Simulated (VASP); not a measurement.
Write the native input for VASP 6.6.1 that does the following.

```
Task                   : single point
Functional             : PBEsol
Potentials or basis    : VASP PAW PBE potentials, release 64 (Pt, S)
Cutoff                 : 520 eV
k mesh                 : 9 × 9 × 5
Occupations            : fermi-dirac, width 0.05 eV
Spin                   : no spin polarisation
Dipole correction      : no
Further INCAR settings : ALGO = Normal; EDIFF = 1e-07; NBANDS = 18
```

The structure of PtS2 lies in POSCAR:

```
PtS2
1.0
    3.6126921524      0.0000000000      0.0000000000
   -1.8063460762      3.1286831800      0.0000000000
    0.0000000000      0.0000000000      5.1376250896
Pt S
1 2
Direct
    0.0000000000      0.0000000000      0.0000000000
    0.6666666667      0.3333333333      0.7730000000
    0.3333333333      0.6666666667      0.2270000000
```

This cell differs from its parent crystal: volume scaled by 1.06.

One way to write it, as run:

INCAR

```
SYSTEM = PtS2
PREC = Accurate ; ENCUT = 520
EDIFF = 1E-7 ; ISMEAR = -1
SIGMA = 0.05 ; LREAL = .False.
LASPH = .True. ; NELM = 100
ALGO = Normal ; ISIF = 2
LWAVE = .False. ; LCHARG = .False.
GGA = PS ; NBANDS = 18
```

KPOINTS

```
Automatic mesh
0
Gamma
  9 9 5
  0 0 0
```

Potentials or basis: VASP PAW PBE potentials, release 64 (Pt, S).

The run is started by

```bash
$ cat potpaw_PBE.64/Pt/POTCAR potpaw_PBE.64/S/POTCAR > POTCAR
$ mpirun -np 1 vasp_std > vasp.out
```

It gave:

| Quantity | Value |
| --- | --- |
| Pressure | -2.5 GPa |
| Largest force | 0.108 eV/Å |
| Band gap on the k mesh | 0.90 eV, indirect (least direct gap 0.94 eV) |

Caveat: the PAW data sets were made with another functional, which shifts forces and pressure a little; spin-orbit coupling is left out, which moves the levels of the heavy elements.

Run time: 38 s on 1 thread of Intel(R) Xeon(R) Platinum 8488C (Sapphire Rapids), on a shared host, peak memory 0.2 GiB.
